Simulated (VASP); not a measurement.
A run of VASP 6.6.1 is set up as follows.

File INCAR:

```
PREC = Accurate
ENCUT = 520
EDIFF = 1E-6
ISMEAR = 0
SIGMA = 0.1
LREAL = False
LASPH = True
NELM = 100
ALGO = Normal
ISIF = 2
LWAVE = False
LCHARG = False
GGA = PE
NBANDS = 14
```

Contents of KPOINTS:

```
Automatic mesh
0
Gamma
  9 9 9
```

POSCAR

```
Si2F
1.0
    1.3460937380      0.7771675820      6.1976284166
   -1.3460937380      0.7771675820      6.1976284166
    0.0000000000     -1.5543351640      6.1976284166
Si F
2 1
Direct
    0.7711472911      0.7711472911      0.7711472911
    0.2288527089      0.2288527089      0.2288527089
    0.0000000000      0.0000000000      0.0000000000
```

Potentials or basis: VASP PAW PBE potentials, release 64 (Si, F).

Run with:

```console
$ cat potpaw_PBE.64/Si/POTCAR potpaw_PBE.64/F/POTCAR > POTCAR
$ mpirun -np 1 vasp_std > vasp.out
```

(1) Predict the band gap on the k mesh.

(2) Predict the pressure.

Results:

(1) zero (an odd number of electrons rules out a gap without spin polarisation).

(2) -0.1 GPa.

Caveat: an odd number of electrons without spin polarisation forces a metal; a magnetic or distorted state may lie lower.
